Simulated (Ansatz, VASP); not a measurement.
## One calculation of EuS, two programs

Contents of INCAR:

```
  PREC = Accurate
  ENCUT = 600
  EDIFF = 1E-6
  ISMEAR = -1
  SIGMA = 0.1
  LREAL = False
  LASPH = True
  NELM = 200
  ALGO = Normal
  ISIF = 2
  LWAVE = False
  LCHARG = False
  ISPIN = 2
  MAGMOM = 4.9 0
  LORBIT = 11
  LMAXMIX = 6
  LDAU = True
  LDAUTYPE = 2
  LDAUL = 3 -1
  LDAUU = 4.5 0
  LDAUJ = 0 0
  LDAUPRINT = 1
  GGA = RE
  IVDW = 13
  NBANDS = 22
  GGA_COMPAT = False
```

The input KPOINTS:

```
Automatic mesh
0
Gamma
  8 8 8
```

Contents of POSCAR:

```
EuS
1.0
    0.0000000000      2.9785000000      2.9785000000
    2.9785000000      0.0000000000      2.9785000000
    2.9785000000      2.9785000000      0.0000000000
Eu S
1 1
Direct
    0.0000000000      0.0000000000      0.0000000000
    0.5000000000      0.5000000000      0.5000000000
```

Input for Ansatz:

```yaml
crystal:
  lattice:
    - [0.0, 2.9785, 2.9785]
    - [2.9785, 0.0, 2.9785]
    - [2.9785, 2.9785, 0.0]
  atoms:
    - { symbol: Eu, position: [0.0, 0.0, 0.0] }
    - { symbol: S, position: [0.5, 0.5, 0.5] }
basis:
  ecutwfc: 530.0
kpoints:
  mp_grid:
    grid: [8, 8, 8]
hamiltonian:
  xc: revpbe
  dispersion: d4
  hubbard:
    - { species: Eu, l: f, u_eff: 4.5 }
magnetization:
  spin_polarized: true
  per_species:
    Eu: 4.9
scf:
  max_iter: 200
  convergence:
    dr2_threshold: 1.0e-06
  lower_state_search: standard
  occupations:
    method: fermi_dirac
output:
  eigenvalues: true
```

Alike in both runs: task single point; functional revPBE; dispersion D4; k mesh 8 × 8 × 8; collinear spin; Hubbard terms Eu f U = 4.5 eV.

|  | VASP | Ansatz |
| --- | --- | --- |
| version | VASP 6.6.1 | Ansatz 0.2.0 |
| potentials or method | VASP PAW PBE potentials, release 64 (Eu, S), cutoff 600 eV | plane waves, PAW |
| occupations | fermi-dirac, width 0.1 eV | fermi-dirac |
| valence electrons in the cell | 23 | 23 |

|  | VASP | Ansatz | Ansatz less VASP |
| --- | --- | --- | --- |
| net moment per atom (μB) | 3.50 | 3.50 | 0.000 |
| size of the moment on the site where the two differ most (μB) | 6.70 | 6.86 | +0.159 |

VASP's potentials were made for PBE, not for revPBE. Site moments also hang on the region over which each program counts them. The programs project onto different local orbitals, so the same U acts differently, and such runs can settle in different states. Ansatz's warnings: given moment on shells.

Spin-orbit coupling is off throughout.
